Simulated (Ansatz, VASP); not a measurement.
Two plane-wave programs on BH8C2N

```
B H C N
1.0
     6.06438   -0.03375   -0.10529
     2.52347    5.57899   -0.12432
     0.83997    0.64987    6.08609
B H C N
2 16 4 2
Direct
  0.49516 0.87983 0.88764
  0.50484 0.12017 0.11236
  0.68500 0.15193 0.54838
  0.31500 0.84807 0.45162
  0.86401 0.03419 0.78090
  0.13599 0.96581 0.21910
  0.69157 0.35117 0.73437
  0.30843 0.64883 0.26563
  0.25733 0.51137 0.78782
  0.74267 0.48863 0.21218
  0.10592 0.31330 0.87208
  0.89408 0.68670 0.12792
  0.24941 0.31348 0.60107
  0.75059 0.68652 0.39893
  0.30720 0.87484 0.84164
  0.69280 0.12516 0.15836
  0.67680 0.73816 0.79650
  0.32320 0.26184 0.20350
  0.69423 0.17203 0.72161
  0.30577 0.82797 0.27839
  0.26162 0.33179 0.77411
  0.73838 0.66821 0.22589
  0.48729 0.14563 0.85394
  0.51271 0.85437 0.14606
```

Alike in both runs: functional PBEsol; k mesh 4 × 4 × 4; occupations gaussian, width 0.02 eV; no spin polarisation.

Ansatz relaxed the structure, and its values are those at the end. VASP's run is a single point on that final structure, the one shown.

|  | VASP | Ansatz |
| --- | --- | --- |
| version | VASP 6.6.1 | Ansatz 0.2.0 |
| potentials or method | VASP PAW PBE potentials, release 64 (B, H, C, N), cutoff 520 eV | scalar-relativistic, plane waves, PAW |
| valence electrons in the cell | 48 | 48 |

```csv
,VASP,Ansatz,Ansatz less VASP
gap on the k mesh at the Fermi level (eV),5.15,5.15,+0.003
least direct gap on the mesh (eV),5.39,5.38,-0.002
pressure (GPa),0.1,0.0,-0.05
rms of the force components (eV/Å),0.017,0.001,-0.0156
```

VASP's potentials were made for PBE, not for PBEsol.
